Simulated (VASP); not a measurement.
## MgB2: vibrations by perturbation theory with PBE

The system is MgB2.

```
CELL_PARAMETERS angstrom
3.07820 0.00000 0.00000
-1.53910 2.66580 0.00000
0.00000 0.00000 3.51362
ATOMIC_POSITIONS crystal
Mg 0.00000 0.00000 0.00000
B 0.33333 0.66667 0.50000
B 0.66667 0.33333 0.50000
```

```json
{
 "Program": "VASP 6.6.1",
 "Task": "vibrations by perturbation theory",
 "Functional": "PBE",
 "Potentials or basis": "VASP PAW PBE potentials, release 64 (Mg, B)",
 "Cutoff": "520 eV",
 "k mesh": "12 × 12 × 10",
 "Occupations": "methfessel-paxton, width 0.2 eV",
 "Spin": "no spin polarisation",
 "Dipole correction": "no",
 "Further INCAR settings": "ALGO = Normal; EDIFF = 1e-08; NBANDS = 11; IBRION = 8; NSW = 1"
}
```

```json
{
 "Highest phonon frequency at Γ, LO-TO splitting left out": "687 cm⁻¹"
}
```

Phonon frequencies in cm⁻¹ (negative: imaginary):
```
              q point                    frequencies
(0.000, 0.000, 0.000)  0 0 0 336 336 400 562 562 687
```

It took 3.7 min on 1 thread of Intel Xeon 6975P-C (shared host), peak memory 0.47 GiB.
